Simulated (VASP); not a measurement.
# MnSb (P6_3/mmc) in VASP: notebook

Runs on MnSb. Level: PBE. Tasks: single point, relaxation of shape and atoms at fixed volume, relaxation of cell and atoms.

All numbers are computed with VASP 6.6.1; they aren't measurements. Logs are shortened: lines on timing, memory, paths and dates and some standing lists are left out, and cuts for length are marked.

## Step 1: The cell of the first run

Symmetry: P6_3/mmc, No. 194, hexagonal system. Conventional cell: a = 4.090 Å, b = 4.090 Å, c = 4.775 Å, α = 90.00°, β = 90.00°, γ = 120.00°. Mn (site symmetry -3m) has 2 Mn at 2.39 Å and 6 Sb at 2.65 Å within 3.2 Å. Sb (site symmetry -6m2) has 6 Mn at 2.65 Å and 6 Sb at 3.36 Å within 3.5 Å.

## Step 2: Single point, PBE (17.29 Å³/atom)

INCAR

```
SYSTEM = MnSb
ALGO     = Normal         ! electronic algorithm
EDIFF    = 1E-7           ! SCF threshold, eV
ENCUT    = 520            ! plane-wave cutoff, eV
GGA      = PE             ! functional
ISIF     = 2              ! what is computed and relaxed
ISMEAR   = 0              ! smearing method
LASPH    = .True.         ! aspherical terms in the spheres
LCHARG   = .True.         ! write CHGCAR
LELF     = .True.         ! ELF
LREAL    = .False.        ! projectors in reciprocal space
LVHAR    = .True.       
LWAVE    = .False.        ! write WAVECAR
NBANDS   = 26             ! bands
NELM     = 80             ! most SCF steps
PREC     = Accurate       ! precision mode
SIGMA    = 0.05           ! smearing width, eV
```

KPOINTS

```
k-points
0
Gamma
  12 12 8
  0 0 0
```

POSCAR

```
MnSb
1.0
    4.0896826243      0.0000000000      0.0000000000
   -2.0448413122      3.5417690461      0.0000000000
    0.0000000000      0.0000000000      4.7750232261
Mn Sb
2 2
Direct
    0.0000000000      0.0000000000      0.0000000000
    0.0000000000      0.0000000000      0.5000000000
    0.3333333333      0.6666666667      0.2500000000
    0.6666666667      0.3333333333      0.7500000000
```

Potentials or basis: VASP PAW PBE potentials, release 64 (Mn_pv, Sb).

Started as:

```sh
$ cat potpaw_PBE.64/Mn_pv/POTCAR potpaw_PBE.64/Sb/POTCAR > POTCAR
$ mpirun -np 1 vasp_std > vasp.out
```

OUTCAR:

```text
SYSTEM = MnSb
   EDIFF = 1E-7
   ENCUT = 520
   GGA = PE
   ISIF = 2
   ISMEAR = 0
   LASPH = .True.
   LREAL = .False.
   NELM = 80
   PREC = Accurate

 ion  position               nearest neighbor table
   1  0.000  0.000  0.000-   2 2.39   2 2.39   4 2.65   3 2.65   4 2.65   3 2.65   4 2.65   3 2.65

   2  0.000  0.000  0.500-   1 2.39   1 2.39   4 2.65   3 2.65   4 2.65   3 2.65   4 2.65   3 2.65

   3  0.333  0.667  0.250-   1 2.65   2 2.65   1 2.65   2 2.65   1 2.65   2 2.65   4 3.36   4 3.36
                             4 3.36   4 3.36   4 3.36   4 3.36
   4  0.667  0.333  0.750-   1 2.65   2 2.65   1 2.65   2 2.65   1 2.65   2 2.65   3 3.36   3 3.36
                             3 3.36   3 3.36   3 3.36   3 3.36

  LATTYP: Found a hexagonal cell.
 ALAT       =     4.0896826243
 C/A-ratio  =     1.1675779430

  Lattice vectors:

 A1 = (   4.0896826243,   0.0000000000,   0.0000000000)
 A2 = (  -2.0448413122,   3.5417690461,   0.0000000000)
 A3 = (   0.0000000000,   0.0000000000,   4.7750232261)

Analysis of symmetry for initial positions (statically):
=====================================================================
 Subroutine PRICEL returns:
 Original cell was already a primitive cell.

 Routine SETGRP: Setting up the symmetry group for a
 hexagonal supercell.

 Subroutine GETGRP returns: Found 24 space group operations
 (whereof 12 operations were pure point group operations)
 out of a pool of 24 trial point group operations.

The static configuration has the point symmetry D_3d.
 The point group associated with its full space group is D_6h.

Analysis of symmetry for dynamics (positions and initial velocities):
=====================================================================
 Subroutine PRICEL returns:
 Original cell was already a primitive cell.

 Routine SETGRP: Setting up the symmetry group for a
 hexagonal supercell.

 Subroutine GETGRP returns: Found 24 space group operations
 (whereof 12 operations were pure point group operations)
 out of a pool of 24 trial point group operations.

The dynamic configuration has the point symmetry D_3d.
 The point group associated with its full space group is D_6h.

 Subroutine INISYM returns: Found 24 space group operations
 (whereof 12 operations are pure point group operations),
 and found     1 'primitive' translations

----------------------------------------------------------------------------------------

                                     Primitive cell

  volume of cell :      69.1648

  direct lattice vectors                    reciprocal lattice vectors
     4.089682624  0.000000000  0.000000000     0.244517752  0.141172390  0.000000000
    -2.044841312  3.541769046  0.000000000     0.000000000  0.282344779  0.000000000
     0.000000000  0.000000000  4.775023226     0.000000000  0.000000000  0.209423065

  length of vectors
     4.089682624  4.089682624  4.775023226     0.282344779  0.282344779  0.209423065

  position of ions in fractional coordinates (direct lattice)
     0.000000000  0.000000000  0.000000000
     0.000000000  0.000000000  0.500000000
     0.333333333  0.666666667  0.250000000
     0.666666667  0.333333333  0.750000000

  ion indices of the primitive-cell ions
   primitive index   ion index
                 1           1
                 2           2
                 3           3
                 4           4

----------------------------------------------------------------------------------------

 KPOINTS: k-points

Automatic generation of k-mesh.
 Grid dimensions read from file:
 generate k-points for:   12   12    8

 Generating k-lattice:

  Cartesian coordinates                     Fractional coordinates (reciprocal lattice)
     0.020376479  0.011764366  0.000000000     0.083333333  0.000000000  0.000000000
     0.000000000  0.023528732  0.000000000     0.000000000  0.083333333  0.000000000
     0.000000000  0.000000000  0.026177883     0.000000000  0.000000000  0.125000000

  Length of vectors
     0.023528732  0.023528732  0.026177883

  Shift w.r.t. Gamma in fractional coordinates (k-lattice)
     0.000000000  0.000000000  0.000000000

 Subroutine IBZKPT returns following result:
 ===========================================

 Found     95 irreducible k-points:

 Following reciprocal coordinates:
            Coordinates               Weight
  0.000000  0.000000  0.000000      1.000000
  0.083333  0.000000  0.000000      6.000000
  0.166667  0.000000  0.000000      6.000000
  0.250000  0.000000  0.000000      6.000000
  0.333333  0.000000  0.000000      6.000000
  0.416667  0.000000  0.000000      6.000000
[... 16 lines left out ...]
  0.250000  0.000000  0.125000     12.000000
  0.333333  0.000000  0.125000     12.000000
 [... further k-points ...]
   k-points           NKPTS =     95   k-points in BZ     NKDIM =     95   number of bands    NBANDS=     26
   number of dos      NEDOS =    301   number of ions     NIONS =      4
   total plane-waves  NPLWV =  32400
   dimension x,y,z NGX =    30 NGY =   30 NGZ =   36
   dimension x,y,z NGXF=    60 NGYF=   60 NGZF=   72
   ions per type =               2   2
   NGX,Y,Z   is equivalent  to a cutoff of  12.20, 12.20, 12.53 a.u.
   NGXF,Y,Z  is equivalent  to a cutoff of  24.39, 24.39, 25.07 a.u.
 SYSTEM =  MnSb
   PREC   = accura    normal or accurate (medium, high low for compatibility)
   ISTART =      0    job   : 0-new  1-cont  2-samecut
   ICHARG =      2    charge: 1-file 2-atom 10-const
   ISPIN  =      1    spin polarized calculation?
   LNONCOLLINEAR =      F non collinear calculations
   LSORBIT =      F    spin-orbit coupling
   LASPH  =      T    aspherical Exc in radial PAW
   ENCUT  =  520.0 eV  38.22 Ry    6.18 a.u.   7.60  7.60  8.88*2*pi/ulx,y,z
   NELM   =     80;   NELMIN=  2; NELMDL= -5     # of ELM steps
   EDIFF  = 0.1E-06   stopping-criterion for ELM
   LREAL  =      F    real-space projection
   EDIFFG = 0.1E-05   stopping-criterion for IOM
   NSW    =      0    number of steps for IOM
   IBRION =     -1    ionic relax: 0-MD 1-quasi-New 2-CG
   NFREE  =      0    steps in history (QN), initial steepest desc. (CG)
   ISIF   =      2    stress and relaxation
   ISYM   =      2    0-nonsym 1-usesym 2-fastsym
   POTIM  = 0.5000    time-step for ionic-motion
   TEBEG  =    0.0;   TEEND  =   0.0 temperature during run
   PSTRESS=    0.0 pullay stress
   NELECT =      36.0000    total number of electrons
   NUPDOWN=      -1.0000    fix difference up-down
   EMIN   =  10.00;   EMAX   =-10.00  energy-range for DOS
   EFERMI =   0.00;   METHOD = LEGACY
   ISMEAR =     0;   SIGMA  =   0.05  broadening in eV -4-tet -1-fermi 0-gaus
   EFERMI_NEDOS =   21; number of points for ismear=-14 and -15
   IALGO  =     38    algorithm
   IMIX   =      4    mixing-type and parameters
     AMIX     =   0.40;   BMIX     =  1.00
     AMIX_MAG =   1.60;   BMIX_MAG =  1.00
  volume/ion in A,a.u.               =      17.29       116.69
  Fermi-wavevector in a.u.,A,eV,Ry     =   1.316883  2.488548 23.594966  1.734181
  Thomas-Fermi vector in A             =   2.446964
   LORBIT       =      0    0 simple, 1 ext, 2 COOP (PROOUT), +10 PAW based schemes
   GGA     = PE    functional components
   LHFCALC =     F    Hartree Fock is set to
   AEXX    =    0.0000 exact exchange contribution
   IVDW    =     0    specifies the selected vdW correction
   LEPSILON=     F    determine dielectric tensor
   LRPA    =     F    only Hartree local field effects (RPA)
 non-spin polarized calculation
 Gauss-broadening in eV      SIGMA  =   0.05
  energy-cutoff  :      520.00
  volume of cell :       69.16
 maximum number of plane-waves:      1902
   NGX = 15   NGY = 15   NGZ = 17

 number of electron      36.0000035 magnetization

 Free energy of the ion-electron system (eV)
  ---------------------------------------------------
  ext. energy  EPLUGINS =         0.00000000
  ---------------------------------------------------
  free energy    TOTEN  =       -25.62398595 eV

  energy without entropy =      -25.61700754  energy(sigma->0) =      -25.62049675

 E-fermi :   9.8784     XC(G=0): -11.7135

 val. band max:        9.8776813330   @ k =   0.2500   0.2500   0.0000
 cond. band min:       9.8804698878   @ k =   0.2500   0.2500   0.1250
 fundamental gap:      0.0027885549
 Fermi energy:         9.8783653081

 k-point     1 :       0.0000    0.0000    0.0000
  band No.  band energies     occupation
      1     -38.3157      2.00000
      2     -37.7505      2.00000
      3     -37.6702      2.00000
      4     -37.6702      2.00000
      5     -37.6042      2.00000
      6     -37.6042      2.00000
[... 18 lines left out ...]
     25      14.1551      0.00000
     26      16.2825      0.00000

 k-point     2 :       0.0833    0.0000    0.0000
  band No.  band energies     occupation
      1     -38.3156      2.00000
      2     -37.7505      2.00000
      3     -37.6705      2.00000
      4     -37.6703      2.00000
      5     -37.6044      2.00000
      6     -37.6042      2.00000
[... 18 lines left out ...]
     25      14.1107      0.00000
     26      16.2780      0.00000

 k-point     3 :       0.1667    0.0000    0.0000
  band No.  band energies     occupation
      1     -38.3154      2.00000
      2     -37.7504      2.00000
      3     -37.6713      2.00000
      4     -37.6705      2.00000
      5     -37.6048      2.00000
      6     -37.6043      2.00000
[... 18 lines left out ...]
     25      14.6379      0.00000
     26      16.0724      0.00000

 k-point     4 :       0.2500    0.0000    0.0000
  band No.  band energies     occupation
      1     -38.3152      2.00000
      2     -37.7503      2.00000
      3     -37.6724      2.00000
      4     -37.6708      2.00000
      5     -37.6054      2.00000
      6     -37.6043      2.00000
[... 18 lines left out ...]
     25      14.6651      0.00000
     26      16.6348      0.00000
[... 496 lines left out ...]
      1     -38.2944      2.00000
      2     -37.7724      2.00000
      3     -37.6688      2.00000
      4     -37.6680      2.00000
      5     -37.6074      2.00000
      6     -37.6068      2.00000
[... 18 lines left out ...]
     25      14.9684      0.00000
     26      16.1172      0.00000

 k-point    23 :       0.2500    0.0000    0.1250
  band No.  band energies     occupation
      1     -38.2942      2.00000
      2     -37.7723      2.00000
      3     -37.6699      2.00000
      4     -37.6683      2.00000
      5     -37.6080      2.00000
      6     -37.6069      2.00000
[... 18 lines left out ...]
     25      15.1330      0.00000
     26      16.2647      0.00000

 k-point    24 :       0.3333    0.0000    0.1250
  band No.  band energies     occupation
      1     -38.2940      2.00000
      2     -37.7722      2.00000
      3     -37.6710      2.00000
      4     -37.6686      2.00000
      5     -37.6086      2.00000
      6     -37.6069      2.00000
[... 18 lines left out ...]
     25      14.8875      0.00000
     26      15.9626      0.00000

 [... further k-points ...]

------------------------ aborting loop because EDIFF is reached ----------------------------------------

  FORCE on cell =-STRESS in cart. coord.  units (eV):
  Direction    XX          YY          ZZ          XY          YZ          ZX
  --------------------------------------------------------------------------------------
  -------------------------------------------------------------------------------------
  Total        1.1205980      1.1205980      1.2898615     -0.0000000     -0.0000000      0.0000000
  in kB       25.9582320     25.9582320     29.8791552     -0.0000000     -0.0000000      0.0000000
  external PRESSURE =      27.2652064 kB  Pullay stress =       0.0000000 kB

 VOLUME and BASIS-vectors are now :
 -----------------------------------------------------------------------------
  energy-cutoff  :      520.00
  volume of cell :       69.16
      direct lattice vectors                 reciprocal lattice vectors
     4.089682624  0.000000000  0.000000000     0.244517752  0.141172390  0.000000000
    -2.044841312  3.541769046  0.000000000     0.000000000  0.282344779  0.000000000
     0.000000000  0.000000000  4.775023226     0.000000000  0.000000000  0.209423065

 POSITION                                       TOTAL-FORCE (eV/Angst)
 -----------------------------------------------------------------------------------
      0.00000      0.00000      0.00000         0.000000      0.000000      0.000000
      0.00000      0.00000      2.38751         0.000000      0.000000      0.000000
     -0.00000      2.36118      1.19376        -0.000000      0.000000      0.000000
      2.04484      1.18059      3.58127         0.000000     -0.000000     -0.000000
 -----------------------------------------------------------------------------------
    total drift:                                0.000000     -0.000000      0.000000

  FREE ENERGIE OF THE ION-ELECTRON SYSTEM (eV)
  ---------------------------------------------------
  free  energy   TOTEN  =       -25.6239859527 eV

  energy  without entropy=      -25.6170075437  energy(sigma->0) =      -25.62049675
```

Wall time 97 s (1 thread of AMD EPYC 9R45 (Zen 5), shared host); peak memory 0.25 GiB.

What came out:

```
Free energy            : -25.6240 eV
Pressure               : 2.7 GPa
Band gap on the k mesh : zero (bands 18 and 19 overlap by 1.00 eV)
```

Caveat: spin-orbit coupling is left out, which moves the levels of the heavy elements; the run has no spin polarisation, though such a crystal can be magnetic. Spin polarisation is off, so any magnetic state and its effect on volume and gap are missing.

(Part 1 of 2 ends here.)
